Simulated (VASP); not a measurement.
Set up this calculation in VASP 6.6.1, as the native input.

```yaml
Task: single point
Functional: PBE
Potentials_or_basis: VASP PAW PBE potentials, release 64 (Sm_3, F), 4f in core
Cutoff: 600 eV
k_mesh: 18 × 18 × 14
Occupations: gaussian, width 0.1 eV
Spin: no spin polarisation
Dipole_correction: no
Mended: yes
Further_INCAR_settings: ALGO = Normal; EDIFF = 1e-06; NBANDS = 16
```

The structure of SmF lies in POSCAR:

```
SmF
1.0
    3.3727514133      0.0000000000      0.0000000000
   -1.6863757066      2.9208884046      0.0000000000
    0.0000000000      0.0000000000      3.8535794799
Sm F
1 1
Direct
    0.6666666667      0.3333333333      0.5000000000
    0.0000000000      0.0000000000      0.0000000000
```

The cell was built from a structure type or drawn by symmetry, and may not be a known phase.

One way to write it, as run:

INCAR

```
  ALGO = Normal
  EDIFF = 1E-6
  ENCUT = 600
  GGA = PE
  GGA_COMPAT = False
  ISIF = 2
  ISMEAR = 0
  LASPH = True
  LCHARG = False
  LMAXMIX = 6
  LREAL = False
  LWAVE = False
  NBANDS = 16
  NELM = 200
  PREC = Accurate
  SIGMA = 0.1
```

KPOINTS

```
k-points
0
Gamma
  18 18 14
```

Potentials or basis: VASP PAW PBE potentials, release 64 (Sm_3, F), 4f in core.

Launch:

```console
$ cat potpaw_PBE.64/Sm_3/POTCAR potpaw_PBE.64/F/POTCAR > POTCAR
$ mpirun -np 1 vasp_std > vasp.out
```

It gave:

```
Pressure               : -0.1 GPa
Band gap on the k mesh : zero (bands 9 and 10 overlap by 1.84 eV)
```

Caveat: spin-orbit coupling is left out, which moves the levels of the heavy elements; the 4f electrons are frozen in the core, so they carry no moment and show no levels; the run has no spin polarisation, though such a crystal can be magnetic.

It took 3.3 min on 1 thread of AMD EPYC 7R43 64-Core Processor (Zen 3) (shared host), peak memory 0.31 GiB.
